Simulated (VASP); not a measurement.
InH, 2 atoms in the cell. Symmetry: Pm-3m, No. 221, cubic system. The conventional cell has a = 3.183 Å, b = 3.183 Å, c = 3.183 Å, α = 90.00°, β = 90.00°, γ = 90.00°. Within 3.6 Å of In (site symmetry m-3m) lie 8 H at 2.76 Å and 6 In at 3.18 Å. H (site symmetry m-3m) has 8 In at 2.76 Å and 6 H at 3.18 Å within 3.6 Å. 

- Program: VASP 6.6.1
- Task: single point
- Functional: PBE
- Potentials or basis: VASP PAW PBE potentials, release 64 (In_d, H)
- Cutoff: 520 eV
- k mesh: 18 × 18 × 18
- Occupations: gaussian, width 0.1 eV
- Spin: no spin polarisation
- Dipole correction: no
- Further INCAR settings: ALGO = Normal; EDIFF = 1e-06; NBANDS = 14

Potentials or basis: VASP PAW PBE potentials, release 64 (In_d, H).

Launch:

```bash
$ cat potpaw_PBE.64/In_d/POTCAR potpaw_PBE.64/H/POTCAR > POTCAR
$ mpirun -np 1 vasp_std > vasp.out
```

Hardware: 1 thread of Oxide Virtual Turin-like Processor, on a shared host.

Question: Estimate the wall time of this run.

Answer: Run time: 81 s on 1 thread of Oxide Virtual Turin-like Processor, with other jobs on the host, peak memory 0.18 GiB. Counts: scf iterations 12, k points 220.
